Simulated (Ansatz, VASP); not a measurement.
# One calculation of Cl, two programs

INCAR

```
PREC = Accurate
ENCUT = 600
EDIFF = 1E-6
ISMEAR = 0
SIGMA = 0.1
LREAL = False
LASPH = True
NELM = 80
ALGO = Normal
ISIF = 3
LWAVE = False
LCHARG = False
GGA = PS
IBRION = 2
NSW = 100
EDIFFG = -0.01
```

File KPOINTS:

```
regular mesh
0
Gamma
  12 12 6
```

POSCAR

```
Cl
1.0
    4.4025815992      0.0000000000      0.0000000000
   -2.2012907996      3.8127475071      0.0000000000
    0.0000000000      0.0000000000      7.9001764616
Cl
4
Direct
    0.0000000000      0.0000000000      0.2500000000
    0.0000000000      0.0000000000      0.7500000000
    0.3333333333      0.6666666667      0.7500000000
    0.6666666667      0.3333333333      0.2500000000
```

Input for Ansatz:

```yaml
crystal:
  lattice:
    - [4.4025815992, 0.0, 0.0]
    - [-2.2012907996, 3.8127475071, 0.0]
    - [0.0, 0.0, 7.9001764616]
  atoms:
    - { symbol: Cl, position: [0.0, 0.0, 0.25] }
    - { symbol: Cl, position: [0.0, 0.0, 0.75] }
    - { symbol: Cl, position: [0.3333333333, 0.6666666667, 0.75] }
    - { symbol: Cl, position: [0.6666666667, 0.3333333333, 0.25] }
basis:
  ecutwfc: 420
kpoints:
  mp_grid: { grid: [12, 12, 6] }
hamiltonian:
  xc: pbesol
scf:
  occupations: { method: gaussian, width: 0.1 }
output:
  forces: true
  stress: true
  eigenvalues: true
relax:
  adjacent_minimum: "off"
  f_tol: 0.01
  max_steps: 80
  cell: { stress_tol: 0.05 }
```

Alike in both runs: task relaxation of cell and atoms; functional PBEsol; k mesh 12 × 12 × 6; occupations gaussian, width 0.1 eV; no spin polarisation.

```csv
,VASP,Ansatz
version,VASP 6.6.1,Ansatz 0.2.0
potentials or method,"VASP PAW PBE potentials, release 64 (Cl), cutoff 600 eV","scalar-relativistic, plane waves, PAW"
valence electrons in the cell,28,28
```

```tsv
	VASP	Ansatz	Ansatz less VASP
gap on the k mesh at the Fermi level, each at its own relaxed structure (eV)	none	none	-
relaxed volume (Å³/atom)	33.15	33.15	0.000
relaxed cell length with the largest relative difference (Å)	4.403	4.403	0.0000
```

VASP's potentials were made for PBE, not for PBEsol. A gap of «none» marks a metal or a gap that the smearing closes.

Noted on VASP's run: the relaxation stopped at its first step, so nothing moved.
